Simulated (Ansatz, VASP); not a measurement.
**HfSc2N2: VASP beside Ansatz**

File INCAR:

```
PREC = Accurate
ENCUT = 600
EDIFF = 1E-6
ISMEAR = 0
SIGMA = 0.1
LREAL = False
LASPH = True
NELM = 100
ALGO = Normal
ISIF = 3
LWAVE = False
LCHARG = False
GGA = PE
IBRION = 2
NSW = 90
EDIFFG = -0.04
```

The input KPOINTS:

```
Automatic mesh
0
Gamma
  6 6 6
```

POSCAR

```
HfSc2N2
1.0
   -1.9362208000      1.9362208000      4.9302293500
    1.9362208000     -1.9362208000      4.9302293500
    1.9362208000      1.9362208000     -4.9302293500
Hf Sc N
1 2 2
Direct
    0.0000000000      0.0000000000      0.0000000000
    0.6369824400      0.6369824400      0.0000000000
    0.3630175600      0.3630175600      0.0000000000
    0.7500000000      0.2500000000      0.5000000000
    0.2500000000      0.7500000000      0.5000000000
```

Input for Ansatz:

```yaml
crystal:
  lattice:
    - [-1.9362208, 1.9362208, 4.93022935]
    - [1.9362208, -1.9362208, 4.93022935]
    - [1.9362208, 1.9362208, -4.93022935]
  atoms:
    - { symbol: Hf, position: [0.0, 0.0, 0.0] }
    - { symbol: Sc, position: [0.63698244, 0.63698244, 0.0] }
    - { symbol: Sc, position: [0.36301756, 0.36301756, 0.0] }
    - { symbol: "N", position: [0.75, 0.25, 0.5] }
    - { symbol: "N", position: [0.25, 0.75, 0.5] }
basis:
  ecutwfc: 420
kpoints:
  mp_grid: { grid: [6, 6, 6] }
hamiltonian:
  xc: pbe
scf:
  occupations: { method: gaussian, width: 0.1 }
  lower_state_search: "off"
output:
  forces: true
  stress: true
  eigenvalues: true
relax:
  adjacent_minimum: "off"
  f_tol: 0.04
  max_steps: 70
  cell: { stress_tol: 0.4 }
```

Change from the starting cell: species swapped into the PrCo2Si2 type (I4/mmm, No. 139).

Alike in both runs: task relaxation of cell and atoms; functional PBE; k mesh 6 × 6 × 6; occupations gaussian, width 0.1 eV; no spin polarisation.

```csv
,VASP,Ansatz
version,VASP 6.6.1,Ansatz 0.2.0
potentials or method,"VASP PAW PBE potentials, release 64 (Hf_pv, Sc_sv, N), cutoff 600 eV","scalar-relativistic, plane waves, PAW"
valence electrons in the cell,42,58
```

|  | VASP | Ansatz | Ansatz less VASP |
| --- | --- | --- | --- |
| gap on the k mesh at the Fermi level, each at its own relaxed structure (eV) | none | none | - |
| relaxed volume (Å³/atom) | 15.05 | 15.04 | -0.009 |
| relaxed cell length with the largest relative difference (Å) | 5.453 | 5.466 | +0.0125 |

A gap of «none» marks a metal or a gap that the smearing closes. VASP's potentials hold 42 valence electrons a cell and Ansatz's 58, so a difference there can come from the potentials and not from the codes.

The k mesh is coarse, so the values compare programs but aren't converged. Neither program's run includes spin-orbit coupling.
